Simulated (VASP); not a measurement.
# Si2Mo (mp) (I4/mmm) in VASP: notebook, part 2 of 2

VASP 6.6.1. The steps go on from the part before.

**3. Relaxation of cell and atoms, PBE**

This run uses another cell than the first one, of 13.42 Å³/atom, 0.988 times its volume.

INCAR reads:

```
SYSTEM = Si2Mo
ALGO = Normal
EDIFF = 1E-7
EDIFFG = -0.002
ENCUT = 600
GGA = PE
IBRION = 2
ISIF = 3
ISMEAR = 1
LASPH = .TRUE.
LCHARG = .FALSE.
LREAL = .FALSE.
LWAVE = .FALSE.
NELM = 100
NSW = 100
PREC = Accurate
SIGMA = 0.2
```

KPOINTS reads:

```
k-points
0
G
  18 18 18
  0 0 0
```

POSCAR reads:

```
Si2Mo
1.0
   -1.6000000000      1.6000000000      3.9305000000
    1.6000000000     -1.6000000000      3.9305000000
    1.6000000000      1.6000000000     -3.9305000000
Si Mo
2 1
Direct
    0.3330000000      0.3330000000      0.0000000000
    0.6670000000      0.6670000000      0.0000000000
    0.0000000000      0.0000000000      0.0000000000
```

Potentials or basis: VASP PAW PBE potentials, release 64 (Si, Mo_sv).

On the command line:

```bash
$ cat potpaw_PBE.64/Si/POTCAR potpaw_PBE.64/Mo_sv/POTCAR > POTCAR
$ mpirun -np 1 vasp_std > vasp.out
```

Wall time 33 min (1 thread of Intel Xeon Platinum 8488C (Sapphire Rapids), shared host); peak memory 0.5 GiB.

It converged, with:

```yaml
Free_energy: -23.2614 eV
Relaxed_volume: 13.59 Å³/atom
Relaxed_cell: a = 4.547 Å, b = 4.547 Å, c = 4.547 Å, α = 138.56°, β = 138.56°, γ = 60.05°
Space_group_after_relaxing_to_0.05_Å: I4/mmm (No. 139)
Energy_gained_by_relaxing: 2.9 meV/atom
Ionic_steps: 7
Pressure_after_relaxing: 0.0 GPa
Band_gap_on_the_k_mesh: zero (band 11 reaches 12.52 eV, above the bottom of band 12 at 11.58 eV)
```

Step by step:
| step | energy change (eV) | largest force (eV/Å) | pressure (GPa) | volume (Å³) |
| --- | --- | --- | --- | --- |
| 1 | 0.0000 | 0.2824 | 2.35 | 40.25 |
| 2 | -0.0020 | 0.0865 | -3.18 | 41.40 |
| 3 | -0.0068 | 0.1737 | -0.73 | 40.87 |
| 4 | -0.0086 | 0.0189 | 0.17 | 40.74 |
| 5 | -0.0087 | 0.0149 | 0.01 | 40.76 |
| 6 | -0.0087 | 0.0038 | 0.00 | 40.76 |
| 7 | -0.0087 | 0.0001 | 0.01 | 40.76 |

Final structure:
```
Si Mo
1.0
    -1.60883    1.60883    3.93671
     1.60883   -1.60883    3.93671
     1.60883    1.60883   -3.93671
Si Mo
2 1
Direct
  0.33510 0.33510 0.00000
  0.66490 0.66490 0.00000
  0.00000 0.00000 0.00000
```

Levels at points of the mesh, in eV from the Fermi level:
```
           k point  band 9  band 10  band 11  band 12  band 13  band 14
(0.00, 0.00, 0.00)   -2.58    -2.58     0.36     3.07     3.25     3.47
(0.50, 0.00, 0.00)   -2.54    -2.52    -0.49     2.21     3.07     3.97
(0.50, 0.50, 0.00)   -4.38    -2.99    -1.21     2.26     2.67     3.10
(0.50, 0.50, 0.50)   -0.56    -0.56    -0.49    -0.49     0.49     4.69
```

**4. Single point, PBE**

This run uses another cell than the first one, of 13.42 Å³/atom, 0.988 times its volume.

INCAR reads:

```
SYSTEM = Si2Mo
ALGO = Normal
EDIFF = 1E-6
ENCUT = 520
GGA = PE
ISIF = 2
ISMEAR = 0
LASPH = .TRUE.
LCHARG = .TRUE.
LELF = .TRUE.
LREAL = .FALSE.
LVHAR = .TRUE.
LWAVE = .FALSE.
NBANDS = 18
NELM = 100
PREC = Accurate
SIGMA = 0.1
```

KPOINTS reads:

```
k-points
0
G
  8 8 8
  0 0 0
```

POSCAR is that of step 3.

Potentials or basis: VASP PAW PBE potentials, release 64 (Si, Mo_sv).

On the command line:

```bash
$ cat potpaw_PBE.64/Si/POTCAR potpaw_PBE.64/Mo_sv/POTCAR > POTCAR
$ mpirun -np 1 vasp_std > vasp.out
```

OUTCAR:

```text
SYSTEM = Si2Mo
   EDIFF = 1E-6
   ENCUT = 520
   GGA = PE
   ISIF = 2
   ISMEAR = 0
   LASPH = .TRUE.
   LREAL = .FALSE.
   NELM = 100
   PREC = Accurate

 ion  position               nearest neighbor table
   1  0.333  0.333  0.000-   2 2.61   2 2.61   2 2.61   2 2.61   3 2.62   3 2.62   3 2.62   3 2.62
                             3 2.62   2 2.63
   2  0.667  0.667  0.000-   1 2.61   1 2.61   1 2.61   1 2.61   3 2.62   3 2.62   3 2.62   3 2.62
                             3 2.62   1 2.63
[... 706 lines left out ...]
  Direction    XX          YY          ZZ          XY          YZ          ZX
  --------------------------------------------------------------------------------------
  -------------------------------------------------------------------------------------
  Total        0.7325182      0.7325182      0.3375125      0.0000000      0.0000000      0.0000000
  in kB       29.1595799     29.1595799     13.4354660      0.0000000      0.0000000      0.0000000
  external PRESSURE =      23.9182086 kB  Pullay stress =       0.0000000 kB

 VOLUME and BASIS-vectors are now :
 -----------------------------------------------------------------------------
  energy-cutoff  :      520.00
  volume of cell :       40.25
      direct lattice vectors                 reciprocal lattice vectors
    -1.600000000  1.600000000  3.930500000     0.000000000  0.312500000  0.127210279
     1.600000000 -1.600000000  3.930500000     0.312500000  0.000000000  0.127210279
     1.600000000  1.600000000 -3.930500000     0.312500000  0.312500000  0.000000000

 POSITION                                       TOTAL-FORCE (eV/Angst)
 -----------------------------------------------------------------------------------
      0.00000      0.00000      2.61771         0.000000      0.000000      0.313202
      0.00000      0.00000      5.24329        -0.000000     -0.000000     -0.313202
      0.00000      0.00000      0.00000         0.000000      0.000000     -0.000000
 -----------------------------------------------------------------------------------
    total drift:                                0.000000      0.000000     -0.000000

  FREE ENERGIE OF THE ION-ELECTRON SYSTEM (eV)
  ---------------------------------------------------
  free  energy   TOTEN  =       -23.2550624758 eV

  energy  without entropy=      -23.2541851767  energy(sigma->0) =      -23.25462383
```

stdout:

```text
POSCAR found type information on POSCAR SiMo
 POSCAR found :  2 types and       3 ions
 scaLAPACK will be used
 LDA part: xc-table for (Slater+PW92), standard interpolation
 POSCAR, INCAR and KPOINTS ok, starting setup
 FFT: planning ... GRIDC
 FFT: planning ... GRID_SOFT
 FFT: planning ... GRID
 WAVECAR not read
 entering main loop
```

Wall time 56 s (1 thread of Intel Xeon Platinum 8488C (Sapphire Rapids), shared host); peak memory 0.21 GiB.

What came out:

```yaml
Free_energy: -23.2551 eV
Pressure: 2.4 GPa
Largest_force: 0.313 eV/Å
Band_gap_on_the_k_mesh: zero (band 11 reaches 12.78 eV, above the bottom of band 12 at 11.74 eV)
```

Forces in eV/Å, atoms in the order of the input:
```
Si   0.000  0.000  0.313
Si   0.000  0.000 -0.313
Mo   0.000  0.000  0.000
```

Stress tensor (GPa, compression positive):
```
2.92 0.00 0.00
0.00 2.92 0.00
0.00 0.00 1.34
```

**5. Overview**

| task | cell | k mesh | cutoff (eV) | smearing | gap on the mesh (eV) | pressure (GPa) |
| --- | --- | --- | --- | --- | --- | --- |
| single point | a = 4.546 Å, angles 138.6, 138.6, 60.0°, 3 atoms | 18 × 18 × 18 | 520 | methfessel-paxton 0.2 eV | none | 0.2 |
| relaxation of cell and atoms | relaxed from a = 4.535 Å, angles 138.7, 138.7, 59.9°, 3 atoms | 18 × 18 × 18 | 600 | methfessel-paxton 0.2 eV | none | 0.0 |
| single point | a = 4.535 Å, angles 138.7, 138.7, 59.9°, 3 atoms | 8 × 8 × 8 | 520 | gaussian 0.1 eV | none | 2.4 |

Alike in all rows: level PBE; potentials or basis VASP PAW PBE potentials, release 64 (Si, Mo_sv); no spin polarisation.

Total energies depend on the potentials used, so only differences within one code and one set of settings carry meaning.
